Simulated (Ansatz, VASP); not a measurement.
## Gd: VASP beside Ansatz

INCAR

```
SYSTEM = Gd
ALGO = Normal
EDIFF = 1E-7
ENCUT = 520
GGA = PS
ISIF = 2
ISMEAR = -1
ISPIN = 2
LASPH = .True.
LCHARG = .False.
LMAXMIX = 6
LORBIT = 11
LREAL = .False.
LWAVE = .False.
MAGMOM = 8.8
NBANDS = 19
NELM = 150
NUPDOWN = 8.8
PREC = Accurate
SIGMA = 0.05
```

The input KPOINTS:

```
k-points
0
Gamma
  8 8 8
  0 0 0
```

POSCAR

```
Gd
1.0
   -2.0250000000      2.0250000000      2.0250000000
    2.0250000000     -2.0250000000      2.0250000000
    2.0250000000      2.0250000000     -2.0250000000
Gd
1
Direct
    0.0000000000      0.0000000000      0.0000000000
```

File input.yaml:

```yaml
crystal:
  lattice:
    - [-2.025, 2.025, 2.025]
    - [2.025, -2.025, 2.025]
    - [2.025, 2.025, -2.025]
  atoms:
    - { symbol: Gd, position: [0.0, 0.0, 0.0], spin: 8.8 }
hamiltonian:
  xc: pbesol
  pseudopotentials: { kind: paw }
magnetization:
  spin_polarized: true
  initial_magnetization: 8.8
  spin_locking: { lock_magnetization: hard }
kpoints:
  mp_grid: { grid: [8, 8, 8] }
scf:
  occupations: { method: fermi_dirac, width: 0.05 }
  lower_state_search: "off"
output:
  forces: true
  stress: true
  eigenvalues: true
```

Alike in both runs: task single point; functional PBEsol; k mesh 8 × 8 × 8; occupations fermi-dirac, width 0.05 eV; collinear spin; fixed moment 8.8 μB.

```csv
,VASP,Ansatz
version,VASP 6.6.1,Ansatz 0.2.0
potentials or method,"VASP PAW PBE potentials, release 64 (Gd)",Ansatz PAW
plane-wave cutoff (eV),520,420
valence electrons in the cell,18,18
```

```tsv
	VASP	Ansatz	Ansatz less VASP
pressure (GPa)	0.1	0.1	-0.04
net moment per atom (μB)	8.80	8.80	0.000
size of the moment on the site where the two differ most (μB)	7.41	8.00	+0.596
```

VASP's potentials were made for PBE, not for PBEsol. Site moments also hang on the region over which each program counts them.

Spin-orbit coupling is off throughout.
